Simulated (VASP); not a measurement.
# TlSbO2 (R-3m) in VASP: notebook

The runs below take TlSbO2 through single point, with r2SCAN.

Everything below comes from runs of VASP 6.6.1. Logs are shortened: lines on timing, memory, paths and dates and some standing lists are left out, and cuts for length are marked.

## (1) The cell of the first run

It takes space group R-3m (No. 166, trigonal). Conventional cell: a = 3.551 Å, b = 3.551 Å, c = 19.620 Å, α = 90.00°, β = 90.00°, γ = 120.00°. Within 3.9 Å of Tl (site symmetry -3m) lie 6 O at 2.92 Å and 6 Tl at 3.55 Å and 6 Sb at 3.86 Å. Sb (site symmetry -3m) has 6 O at 2.37 Å within 3.1 Å. O (site symmetry 3m) has 3 Sb at 2.37 Å and 3 Tl at 2.92 Å and 3 O at 3.14 Å within 3.2 Å.

## (2) Single point, r2SCAN (17.86 Å³/atom)

POSCAR

```
TlSbO2
1.0
    1.7755300683      1.0251027629      6.5400629733
   -1.7755300683      1.0251027629      6.5400629733
    0.0000000000     -2.0502055258      6.5400629733
Tl Sb O
1 1 2
Direct
    1.0000000000      0.0000000000      0.0000000000
    0.5000000000      0.5000000000      0.5000000000
    0.2271237174      0.2271237174      0.2271237174
    0.7728762826      0.7728762826      0.7728762826
```

INCAR.step1

```
SYSTEM = TlSbO2
PREC     = Accurate       ! precision mode
ENCUT    = 520            ! plane-wave cutoff, eV
ISMEAR   = -1             ! smearing method
SIGMA    = 0.02           ! smearing width, eV
LREAL    = .False.        ! projectors in reciprocal space
LASPH    = .True.         ! aspherical terms in the spheres
NELM     = 100            ! most SCF steps
NBANDS   = 23             ! bands
GGA      = PE             ! functional
ALGO     = Normal         ! electronic algorithm
EDIFF    = 1E-4           ! SCF threshold, eV
LWAVE    = .True.         ! write WAVECAR
LCHARG   = .False.        ! write CHGCAR
```

INCAR.step2

```
SYSTEM = TlSbO2
PREC     = Accurate       ! precision mode
ENCUT    = 520            ! plane-wave cutoff, eV
EDIFF    = 1E-6           ! SCF threshold, eV
ISMEAR   = -1             ! smearing method
SIGMA    = 0.02           ! smearing width, eV
LREAL    = .False.        ! projectors in reciprocal space
LASPH    = .True.         ! aspherical terms in the spheres
NELM     = 100            ! most SCF steps
ALGO     = Normal         ! electronic algorithm
ISIF     = 2              ! what is computed and relaxed
LWAVE    = .False.        ! write WAVECAR
LCHARG   = .False.        ! write CHGCAR
METAGGA  = R2SCAN         ! meta-GGA
LMIXTAU  = .True.       
NBANDS   = 23             ! bands
ISTART   = 1
```

KPOINTS

```
regular mesh
0
Gamma
  8 8 8
  0 0 0
```

Potentials or basis: VASP PAW PBE potentials, release 64 (Tl_d, Sb, O).

Started as:

```bash
> cat potpaw_PBE.64/Tl_d/POTCAR potpaw_PBE.64/Sb/POTCAR potpaw_PBE.64/O/POTCAR > POTCAR
> cp INCAR.step1 INCAR
> mpirun -np 1 vasp_std > vasp.out
> cp INCAR.step2 INCAR
> mpirun -np 1 vasp_std > vasp.out
```

OUTCAR:

```text
SYSTEM = TlSbO2
   PREC = Accurate
   ENCUT = 520
   EDIFF = 1E-6
   ISMEAR = -1
   LREAL = .False.
   LASPH = .True.
   NELM = 100
   ISIF = 2
   METAGGA = R2SCAN
   ISTART = 1

 ion  position               nearest neighbor table
   1  0.000  0.000  0.000-   4 2.92   4 2.92   3 2.92   3 2.92   4 2.92   3 2.92   2 3.86   2 3.86
                             2 3.86   2 3.86   2 3.86   2 3.86
   2  0.500  0.500  0.500-   3 2.37   3 2.37   4 2.37   4 2.37   3 2.37   4 2.37   1 3.86   1 3.86
                             1 3.86   1 3.86   1 3.86   1 3.86
   3  0.227  0.227  0.227-   2 2.37   2 2.37   2 2.37   1 2.92   1 2.92   1 2.92
   4  0.773  0.773  0.773-   2 2.37   2 2.37   2 2.37   1 2.92   1 2.92   1 2.92

  LATTYP: Found a trigonal (rhomboedric) cell.
 ALAT       =     6.8538869551
 COS(alpha) =     0.8657815608

  Lattice vectors:

 A1 = (   1.7755300683,   1.0251027629,   6.5400629733)
 A2 = (  -1.7755300683,   1.0251027629,   6.5400629733)
 A3 = (   0.0000000000,  -2.0502055258,   6.5400629733)

Analysis of symmetry for initial positions (statically):
=====================================================================
 Subroutine PRICEL returns:
 Original cell was already a primitive cell.

 Routine SETGRP: Setting up the symmetry group for a
 trigonal (rhombohedral) supercell.

 Subroutine GETGRP returns: Found 12 space group operations
 (whereof 12 operations were pure point group operations)
 out of a pool of 12 trial point group operations.

The static configuration has the point symmetry D_3d.

Analysis of symmetry for dynamics (positions and initial velocities):
=====================================================================
 Subroutine PRICEL returns:
 Original cell was already a primitive cell.

 Routine SETGRP: Setting up the symmetry group for a
 trigonal (rhombohedral) supercell.

 Subroutine GETGRP returns: Found 12 space group operations
 (whereof 12 operations were pure point group operations)
 out of a pool of 12 trial point group operations.

The dynamic configuration has the point symmetry D_3d.

 Subroutine INISYM returns: Found 12 space group operations
 (whereof 12 operations are pure point group operations),
 and found     1 'primitive' translations

----------------------------------------------------------------------------------------

                                     Primitive cell

  volume of cell :      71.4214

  direct lattice vectors                    reciprocal lattice vectors
     1.775530068  1.025102763  6.540062973     0.281606045  0.162585326  0.050967909
    -1.775530068  1.025102763  6.540062973    -0.281606045  0.162585326  0.050967909
     0.000000000 -2.050205526  6.540062973     0.000000000 -0.325170652  0.050967909

  length of vectors
     6.853886955  6.853886955  6.853886955     0.329140821  0.329140821  0.329140821

  position of ions in fractional coordinates (direct lattice)
     0.000000000  0.000000000  0.000000000
     0.500000000  0.500000000  0.500000000
     0.227123717  0.227123717  0.227123717
     0.772876283  0.772876283  0.772876283

  ion indices of the primitive-cell ions
   primitive index   ion index
                 1           1
                 2           2
                 3           3
                 4           4

----------------------------------------------------------------------------------------

 KPOINTS: regular mesh

Automatic generation of k-mesh.
 Grid dimensions read from file:
 generate k-points for:    8    8    8

 Generating k-lattice:

  Cartesian coordinates                     Fractional coordinates (reciprocal lattice)
     0.035200756  0.020323166  0.006370989     0.125000000 -0.000000000  0.000000000
    -0.035200756  0.020323166  0.006370989    -0.000000000  0.125000000  0.000000000
     0.000000000 -0.040646331  0.006370989     0.000000000  0.000000000  0.125000000

  Length of vectors
     0.041142603  0.041142603  0.041142603

  Shift w.r.t. Gamma in fractional coordinates (k-lattice)
     0.000000000  0.000000000  0.000000000

 Subroutine IBZKPT returns following result:
 ===========================================

 Found     65 irreducible k-points:

 Following reciprocal coordinates:
            Coordinates               Weight
  0.000000  0.000000  0.000000      1.000000
  0.125000  0.000000  0.000000      6.000000
  0.250000  0.000000  0.000000      6.000000
  0.375000  0.000000  0.000000      6.000000
  0.500000  0.000000  0.000000      3.000000
  0.125000  0.125000  0.000000      6.000000
[... 16 lines left out ...]
  0.250000  0.125000  0.125000      6.000000
  0.375000  0.125000  0.125000      6.000000
 [... further k-points ...]
   k-points           NKPTS =     65   k-points in BZ     NKDIM =     65   number of bands    NBANDS=     23
   number of dos      NEDOS =    301   number of ions     NIONS =      4
   total plane-waves  NPLWV = 157464
   dimension x,y,z NGX =    54 NGY =   54 NGZ =   54
   dimension x,y,z NGXF=   108 NGYF=  108 NGZF=  108
   ions per type =               1   1   2
   NGX,Y,Z   is equivalent  to a cutoff of  13.10, 13.10, 13.10 a.u.
   NGXF,Y,Z  is equivalent  to a cutoff of  26.20, 26.20, 26.20 a.u.
 SYSTEM =  TlSbO2
   PREC   = accura    normal or accurate (medium, high low for compatibility)
   ISTART =      1    job   : 0-new  1-cont  2-samecut
   ICHARG =      0    charge: 1-file 2-atom 10-const
   ISPIN  =      1    spin polarized calculation?
   LNONCOLLINEAR =      F non collinear calculations
   LSORBIT =      F    spin-orbit coupling
   LASPH  =      T    aspherical Exc in radial PAW
   ENCUT  =  520.0 eV  38.22 Ry    6.18 a.u.  12.74 12.74 12.74*2*pi/ulx,y,z
   NELM   =    100;   NELMIN=  2; NELMDL=  0     # of ELM steps
   EDIFF  = 0.1E-05   stopping-criterion for ELM
   LREAL  =      F    real-space projection
[... 7 lines left out ...]
   TEBEG  =    0.0;   TEEND  =   0.0 temperature during run
   PSTRESS=    0.0 pullay stress
   NELECT =      30.0000    total number of electrons
   NUPDOWN=      -1.0000    fix difference up-down
   EMIN   =  10.00;   EMAX   =-10.00  energy-range for DOS
   EFERMI =   0.00;   METHOD = LEGACY
   ISMEAR =    -1;   SIGMA  =   0.02  broadening in eV -4-tet -1-fermi 0-gaus
   EFERMI_NEDOS =   21; number of points for ismear=-14 and -15
   IALGO  =     38    algorithm
   IMIX   =      4    mixing-type and parameters
     AMIX     =   0.40;   BMIX     =  1.00
     AMIX_MAG =   1.60;   BMIX_MAG =  1.00
  volume/ion in A,a.u.               =      17.86       120.49
  Fermi-wavevector in a.u.,A,eV,Ry     =   1.226043  2.316885 20.452026  1.503181
  Thomas-Fermi vector in A             =   2.361059
   LORBIT       =      0    0 simple, 1 ext, 2 COOP (PROOUT), +10 PAW based schemes
   METAGGA = R2SCAN    functional components
   LHFCALC =     F    Hartree Fock is set to
   AEXX    =    0.0000 exact exchange contribution
   IVDW    =     0    specifies the selected vdW correction
   LEPSILON=     F    determine dielectric tensor
   LRPA    =     F    only Hartree local field effects (RPA)
 non-spin polarized calculation
  energy-cutoff  :      520.00
  volume of cell :       71.42
 maximum number of plane-waves:      1975
 NGX is ok and might be reduce to    54
   NGX = 25   NGY = 25   NGZ = 25

 number of electron      30.0000001 magnetization

 Free energy of the ion-electron system (eV)
  ---------------------------------------------------
  ext. energy  EPLUGINS =         0.00000000
  ---------------------------------------------------
  free energy    TOTEN  =       -94.03793187 eV

  energy without entropy =      -94.03685266  energy(sigma->0) =      -94.03739226

 E-fermi :   6.2592     XC(G=0): -10.7998

 val. band max:        6.2305999708   @ k =  -0.3750   0.3750   0.0000
 cond. band min:       6.2733464997   @ k =  -0.3750  -0.3750   0.1250
 fundamental gap:      0.0427465289
 Fermi energy:         6.2591547461

 k-point     1 :       0.0000    0.0000    0.0000
  band No.  band energies     occupation
      1     -13.5341      2.00000
      2     -12.5377      2.00000
      3      -5.6039      2.00000
      4      -5.5928      2.00000
      5      -5.5928      2.00000
      6      -5.2733      2.00000
[... 15 lines left out ...]
     22      16.8190      0.00000
     23      17.5092      0.00000

 k-point     2 :       0.1250    0.0000    0.0000
  band No.  band energies     occupation
      1     -13.4384      2.00000
      2     -12.5060      2.00000
      3      -5.6195      2.00000
      4      -5.5457      2.00000
      5      -5.5407      2.00000
      6      -5.3007      2.00000
[... 15 lines left out ...]
     22      15.7514      0.00000
     23      16.8579      0.00000

 k-point     3 :       0.2500    0.0000    0.0000
  band No.  band energies     occupation
      1     -13.1856      2.00000
      2     -12.4382      2.00000
      3      -5.6792      2.00000
      4      -5.4276      2.00000
      5      -5.4128      2.00000
      6      -5.3660      2.00000
[... 15 lines left out ...]
     22      14.6958      0.00000
     23      17.0799      0.00000

 k-point     4 :       0.3750    0.0000    0.0000
  band No.  band energies     occupation
      1     -12.8799      2.00000
      2     -12.4014      2.00000
      3      -5.7375      2.00000
      4      -5.4526      2.00000
      5      -5.3295      2.00000
      6      -5.3071      2.00000
[... 15 lines left out ...]
     22      14.3657      0.00000
     23      17.0053      0.00000

 k-point     5 :       0.5000    0.0000    0.0000
  band No.  band energies     occupation
      1     -12.7130      2.00000
      2     -12.4190      2.00000
      3      -5.7608      2.00000
      4      -5.4802      2.00000
      5      -5.3357      2.00000
      6      -5.2685      2.00000
[... 15 lines left out ...]
     22      14.2759      0.00000
     23      16.8936      0.00000

 k-point     6 :       0.1250    0.1250    0.0000
  band No.  band energies     occupation
      1     -13.4370      2.00000
      2     -12.5080      2.00000
      3      -5.6185      2.00000
      4      -5.5465      2.00000
      5      -5.5408      2.00000
      6      -5.3000      2.00000
[... 15 lines left out ...]
     22      16.1052      0.00000
     23      16.7625      0.00000

 k-point     7 :       0.2500    0.1250    0.0000
  band No.  band energies     occupation
      1     -13.2616      2.00000
      2     -12.4589      2.00000
      3      -5.6204      2.00000
      4      -5.5418      2.00000
      5      -5.4085      2.00000
      6      -5.3434      2.00000
[... 353 lines left out ...]
     22      15.4270      0.00000
     23      16.5298      0.00000

 k-point    21 :       0.5000    0.5000    0.0000
  band No.  band energies     occupation
      1     -12.6994      2.00000
      2     -12.4332      2.00000
      3      -5.7651      2.00000
      4      -5.4633      2.00000
      5      -5.3330      2.00000
      6      -5.2926      2.00000
[... 15 lines left out ...]
     22      13.3446      0.00000
     23      15.8771      0.00000

 k-point    22 :       0.1250    0.1250    0.1250
  band No.  band energies     occupation
      1     -13.5297      2.00000
      2     -12.5435      2.00000
      3      -5.6035      2.00000
      4      -5.5928      2.00000
      5      -5.5928      2.00000
      6      -5.2733      2.00000
[... 15 lines left out ...]
     22      16.8454      0.00000
     23      17.6189      0.00000

 k-point    23 :       0.2500    0.1250    0.1250
  band No.  band energies     occupation
      1     -13.4325      2.00000
      2     -12.5137      2.00000
      3      -5.6207      2.00000
      4      -5.5449      2.00000
      5      -5.5408      2.00000
      6      -5.3026      2.00000
[... 15 lines left out ...]
     22      15.6050      0.00000
     23      17.1905      0.00000

 k-point    24 :       0.3750    0.1250    0.1250
  band No.  band energies     occupation
      1     -13.1815      2.00000
      2     -12.4426      2.00000
      3      -5.6823      2.00000
      4      -5.4268      2.00000
      5      -5.4129      2.00000
      6      -5.3719      2.00000
[... 15 lines left out ...]
     22      14.3891      0.00000
     23      17.8906      0.00000

 [... further k-points ...]
[... 5 lines left out ...]
  --------------------------------------------------------------------------------------
  -------------------------------------------------------------------------------------
  Total       -1.4931841     -1.4931841     -1.2860179      0.0000000      0.0000000      0.0000000
  in kB      -33.4961839    -33.4961839    -28.8488809      0.0000000      0.0000000      0.0000000
  external PRESSURE =     -31.9470829 kB  Pullay stress =       0.0000000 kB

 VOLUME and BASIS-vectors are now :
 -----------------------------------------------------------------------------
  energy-cutoff  :      520.00
  volume of cell :       71.42
      direct lattice vectors                 reciprocal lattice vectors
     1.775530068  1.025102763  6.540062973     0.281606045  0.162585326  0.050967909
    -1.775530068  1.025102763  6.540062973    -0.281606045  0.162585326  0.050967909
     0.000000000 -2.050205526  6.540062973     0.000000000 -0.325170652  0.050967909

 POSITION                                       TOTAL-FORCE (eV/Angst)
 -----------------------------------------------------------------------------------
      0.00000      0.00000      0.00000         0.000000     -0.000000     -0.000000
      0.00000      0.00000      9.81009         0.000000     -0.000000     -0.000000
      0.00000      0.00000      4.45621         0.000000      0.000000     -0.163498
      0.00000      0.00000     15.16398         0.000000     -0.000000      0.163498
 -----------------------------------------------------------------------------------
    total drift:                               -0.000000      0.000000     -0.000000

  FREE ENERGIE OF THE ION-ELECTRON SYSTEM (eV)
  ---------------------------------------------------
  free  energy   TOTEN  =       -94.0379318716 eV

  energy  without entropy=      -94.0368526582  energy(sigma->0) =      -94.03739226
```

It took 33 min on 1 thread of Intel Xeon 8259CL, shared host; peak memory 0.51 GiB.

Results:

```
Free energy            : -94.0379 eV
Pressure               : -3.2 GPa
Largest force          : 0.163 eV/Å
Band gap on the k mesh : zero (bands 15 and 16 overlap by 0.01 eV)
```

Forces in eV/Å, atoms in the order of the input:
```
Tl   0.000  0.000  0.000
Sb   0.000  0.000  0.000
O    0.000  0.000 -0.163
O    0.000  0.000  0.163
```

Stress tensor (GPa, compression positive):
```
-3.35  0.00  0.00
 0.00 -3.35  0.00
 0.00  0.00 -2.88
```

Levels at points of the mesh, in eV from the Fermi level:
```tsv
k point	band 13	band 14	band 15	band 16	band 17	band 18
(0.00, 0.00, 0.00)	-3.05	-3.05	-0.51	-0.04	4.61	4.61
(0.50, 0.00, 0.00)	-3.00	-2.58	-0.95	0.97	2.36	4.87
(0.50, 0.50, 0.00)	-2.86	-2.66	-0.39	0.12	3.19	4.80
(0.50, 0.50, 0.50)	-3.10	-2.54	-1.69	1.14	4.50	4.79
```

Caveat: the cell stands under tension; the PAW data sets were made with another functional, which shifts forces and pressure a little; spin-orbit coupling is left out, which moves the levels of the heavy elements.

(Part 1 of 2 ends here.)

The gap in the log of VASP goes by the Fermi energy; the results here count the filled bands.